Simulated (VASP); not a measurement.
# NaH (Immm) in VASP: a series of runs

NaH is run at these levels: r2SCAN; tasks: single point.

All numbers are computed with VASP 6.6.1; they aren't measurements. Logs are shortened: lines on timing, memory, paths and dates and some standing lists are left out, and cuts for length are marked.

### 1 The cell of the first run

The structure is orthorhombic, space group Immm (No. 71). Conventional cell: a = 3.386 Å, b = 3.515 Å, c = 4.880 Å, α = 90.00°, β = 90.00°, γ = 90.00°. Na (site symmetry mmm) has 6 H at 2.44 Å within 3.2 Å. Within 3.2 Å of H (site symmetry mmm) lie 6 Na at 2.44 Å.

### 2 Single point, r2SCAN (strain +0.0375 x Voigt [0, 0, 0, 0, 0, 1])

File POSCAR:

```
NaH
1.0
    0.0457500000      2.4400000000      2.4400000000
    2.4400000000      0.0457500000      2.4400000000
    2.4857500000      2.4857500000      0.0000000000
Na H
1 1
Direct
    0.0000000000      0.0000000000      0.0000000000
    0.5000000000      0.5000000000      0.5000000000
```

File INCAR.step1:

```
SYSTEM = NaH
  PREC = Accurate
  ENCUT = 520
  ISMEAR = 0
  SIGMA = 0.05
  LREAL = .False.
  LASPH = .True.
  NELM = 80
  NBANDS = 11
  GGA = PE
  ALGO = Normal
  EDIFF = 1E-4
  LWAVE = .True.
  LCHARG = .False.
```

File INCAR.step2:

```
SYSTEM = NaH
  PREC = Accurate
  ENCUT = 520
  EDIFF = 1E-7
  ISMEAR = 0
  SIGMA = 0.05
  LREAL = .False.
  LASPH = .True.
  NELM = 80
  ALGO = Normal
  ISIF = 2
  LWAVE = .False.
  LCHARG = .True.
  METAGGA = R2SCAN
  LMIXTAU = .True.
  LELF = .True.
  LVHAR = .True.
  NBANDS = 11
  ISTART = 1
```

File KPOINTS:

```
regular mesh
0
Gamma
  8 8 8
  0 0 0
```

Potentials or basis: VASP PAW PBE potentials, release 64 (Na_pv, H).

Run with:

```sh
> cat potpaw_PBE.64/Na_pv/POTCAR potpaw_PBE.64/H/POTCAR > POTCAR
> cp INCAR.step1 INCAR
> mpirun -np 1 vasp_std > vasp.out
> cp INCAR.step2 INCAR
> mpirun -np 1 vasp_std > vasp.out
```

OUTCAR:

```text
SYSTEM = NaH
   PREC = Accurate
   ENCUT = 520
   EDIFF = 1E-7
   ISMEAR = 0
   LREAL = .False.
   LASPH = .True.
   NELM = 80
   ISIF = 2
   METAGGA = R2SCAN
   ISTART = 1

 ion  position               nearest neighbor table
   1  0.000  0.000  0.000-
   2  0.500  0.500  0.500-

  LATTYP: Found a body centered orthorhombic cell.
 ALAT       =     3.3859808217
 B/A-ratio  =     1.0382165605
 C/A-ratio  =     1.4412367515

  Lattice vectors:

 A1 = (   2.4400000000,   0.0457500000,  -2.4400000000)
 A2 = (  -2.4400000000,  -0.0457500000,  -2.4400000000)
 A3 = (   0.0457500000,   2.4400000000,   2.4400000000)

Analysis of symmetry for initial positions (statically):
=====================================================================
 Subroutine PRICEL returns:
 Original cell was already a primitive cell.

 Routine SETGRP: Setting up the symmetry group for a
 body centered orthorhombic supercell.

 Subroutine GETGRP returns: Found  8 space group operations
 (whereof  8 operations were pure point group operations)
 out of a pool of  8 trial point group operations.

The static configuration has the point symmetry D_2h.

Analysis of symmetry for dynamics (positions and initial velocities):
=====================================================================
 Subroutine PRICEL returns:
 Original cell was already a primitive cell.

 Routine SETGRP: Setting up the symmetry group for a
 body centered orthorhombic supercell.

 Subroutine GETGRP returns: Found  8 space group operations
 (whereof  8 operations were pure point group operations)
 out of a pool of  8 trial point group operations.

The dynamic configuration has the point symmetry D_2h.

 Subroutine INISYM returns: Found  8 space group operations
 (whereof  8 operations are pure point group operations),
 and found     1 'primitive' translations

----------------------------------------------------------------------------------------

                                     Primitive cell

  volume of cell :      29.0434

  direct lattice vectors                    reciprocal lattice vectors
     0.045750000  2.440000000  2.440000000    -0.208833664  0.208833664  0.204918033
     2.440000000  0.045750000  2.440000000     0.208833664 -0.208833664  0.204918033
     2.485750000  2.485750000  0.000000000     0.201146535  0.201146535 -0.204918033

  length of vectors
     3.450984361  3.450984361  3.515381363     0.359464044  0.359464044  0.350587018

[... 88 lines left out ...]
   POTIM  = 0.5000    time-step for ionic-motion
   TEBEG  =    0.0;   TEEND  =   0.0 temperature during run
   PSTRESS=    0.0 pullay stress
   NELECT =       8.0000    total number of electrons
   NUPDOWN=      -1.0000    fix difference up-down
   EMIN   =  10.00;   EMAX   =-10.00  energy-range for DOS
   EFERMI =   0.00;   METHOD = LEGACY
   ISMEAR =     0;   SIGMA  =   0.05  broadening in eV -4-tet -1-fermi 0-gaus
   EFERMI_NEDOS =   21; number of points for ismear=-14 and -15
   IALGO  =     38    algorithm
   IMIX   =      4    mixing-type and parameters
     AMIX     =   0.40;   BMIX     =  1.00
     AMIX_MAG =   1.60;   BMIX_MAG =  1.00
  volume/ion in A,a.u.               =      14.52        98.00
  Fermi-wavevector in a.u.,A,eV,Ry     =   1.065179  2.012896 15.437254  1.134606
  Thomas-Fermi vector in A             =   2.200722
   LORBIT       =      0    0 simple, 1 ext, 2 COOP (PROOUT), +10 PAW based schemes
   METAGGA = R2SCAN    functional components
   LHFCALC =     F    Hartree Fock is set to
   AEXX    =    0.0000 exact exchange contribution
   IVDW    =     0    specifies the selected vdW correction
   LEPSILON=     F    determine dielectric tensor
   LRPA    =     F    only Hartree local field effects (RPA)
 non-spin polarized calculation
 Gauss-broadening in eV      SIGMA  =   0.05
  energy-cutoff  :      520.00
  volume of cell :       29.04
 maximum number of plane-waves:       795
 NGX is ok and might be reduce to    28
   NGX = 13   NGY = 13   NGZ = 13

 number of electron       8.0000004 magnetization

 Free energy of the ion-electron system (eV)
  ---------------------------------------------------
  ext. energy  EPLUGINS =         0.00000000
  ---------------------------------------------------
  free energy    TOTEN  =        -7.59215521 eV

  energy without entropy =       -7.59215521  energy(sigma->0) =       -7.59215521

 E-fermi :  -1.2151     XC(G=0):  -8.0321

 val. band max:       -1.5325330756   @ k =  -0.2500   0.2500   0.5000
 cond. band min:       2.6674990651   @ k =   0.0000   0.0000   0.5000
 fundamental gap:      4.2000321406
 Fermi energy:        -1.2150717420

 k-point     1 :       0.0000    0.0000    0.0000
  band No.  band energies     occupation
      1     -24.5011      2.00000
      2     -24.4977      2.00000
      3     -24.4948      2.00000
      4      -5.0098      2.00000
      5       9.6176      0.00000
      6      14.1665      0.00000
      7      14.6241      0.00000
      8      15.0194      0.00000
      9      15.0390      0.00000
     10      15.3004      0.00000
     11      15.8942      0.00000
[... 309 lines left out ...]
 k-point    24 :       0.2500   -0.0000    0.1250
  band No.  band energies     occupation
      1     -24.5352      2.00000
      2     -24.5066      2.00000
      3     -24.5011      2.00000
      4      -4.0588      2.00000
      5       7.0311      0.00000
      6      10.1752      0.00000
      7      11.7885      0.00000
      8      13.6150      0.00000
      9      14.8018      0.00000
     10      17.2482      0.00000
     11      18.7014      0.00000

 [... further k-points ...]

------------------------ aborting loop because EDIFF is reached ----------------------------------------

  FORCE on cell =-STRESS in cart. coord.  units (eV):
  Direction    XX          YY          ZZ          XY          YZ          ZX
  --------------------------------------------------------------------------------------
  -------------------------------------------------------------------------------------
  Total       -0.2534468     -0.2534468     -0.2497912     -0.1619311      0.0000000      0.0000000
  in kB      -13.9814001    -13.9814001    -13.7797389     -8.9329354      0.0000000      0.0000000
  external PRESSURE =     -13.9141797 kB  Pullay stress =       0.0000000 kB

 VOLUME and BASIS-vectors are now :
 -----------------------------------------------------------------------------
  energy-cutoff  :      520.00
  volume of cell :       29.04
      direct lattice vectors                 reciprocal lattice vectors
     0.045750000  2.440000000  2.440000000    -0.208833664  0.208833664  0.204918033
     2.440000000  0.045750000  2.440000000     0.208833664 -0.208833664  0.204918033
     2.485750000  2.485750000  0.000000000     0.201146535  0.201146535 -0.204918033

 POSITION                                       TOTAL-FORCE (eV/Angst)
 -----------------------------------------------------------------------------------
      0.00000      0.00000      0.00000        -0.000000     -0.000000     -0.000000
      2.48575      2.48575      2.44000         0.000000      0.000000      0.000000
 -----------------------------------------------------------------------------------
    total drift:                               -0.000000     -0.000000     -0.000000

  FREE ENERGIE OF THE ION-ELECTRON SYSTEM (eV)
  ---------------------------------------------------
  free  energy   TOTEN  =        -7.5921552126 eV

  energy  without entropy=       -7.5921552126  energy(sigma->0) =       -7.59215521
```

OUTCAR.step1:

```text
SYSTEM = NaH
   PREC = Accurate
   ENCUT = 520
   ISMEAR = 0
   LREAL = .False.
   LASPH = .True.
[... 560 lines left out ...]
      0.00000      0.00000      0.00000         0.000000     -0.000000      0.000000
      2.48575      2.48575      2.44000        -0.000000      0.000000      0.000000
 -----------------------------------------------------------------------------------
    total drift:                               -0.000000     -0.000000     -0.000000

  FREE ENERGIE OF THE ION-ELECTRON SYSTEM (eV)
  ---------------------------------------------------
  free  energy   TOTEN  =        -5.0832728520 eV

  energy  without entropy=       -5.0832728520  energy(sigma->0) =       -5.08327285
```

It took 2.4 min on 1 thread of Intel Xeon Platinum 8259CL at 2.50GHz (Skylake/Cascade Lake), shared host; peak memory 0.17 GiB.

Results:

| Item | Value |
| --- | --- |
| Free energy | -7.5922 eV |
| Pressure | -1.4 GPa |
| Band gap on the k mesh | 4.20 eV, indirect (least direct gap 5.10 eV) |

Levels at points of the mesh, in eV from the valence-band top:
```csv
k point,band 1,band 2,band 3,band 4,band 5,band 6,band 7,band 8,band 9
"(0.00, 0.00, 0.00)",-22.97,-22.97,-22.96,-3.48,11.15,15.70,16.16,16.55,16.57
"(0.50, 0.00, 0.00)",-23.05,-22.98,-22.97,-0.74,4.42,11.33,13.38,13.73,16.90
"(0.50, 0.50, 0.00)",-23.04,-22.99,-22.99,-0.17,5.12,10.54,10.73,11.68,12.80
"(0.00, 0.00, 0.50)",-23.04,-22.98,-22.97,-0.90,4.20,11.61,13.71,14.09,17.33
"(0.50, 0.00, 0.50)",-23.04,-22.99,-22.99,-0.16,5.12,10.59,11.20,11.20,12.73
```

Caveat: the cell differs from its parent crystal (strain +0.0375 x Voigt [0, 0, 0, 0, 0, 1]); the PAW data sets were made with another functional, which shifts forces and pressure a little.

(Part 1 of 2 ends here.)
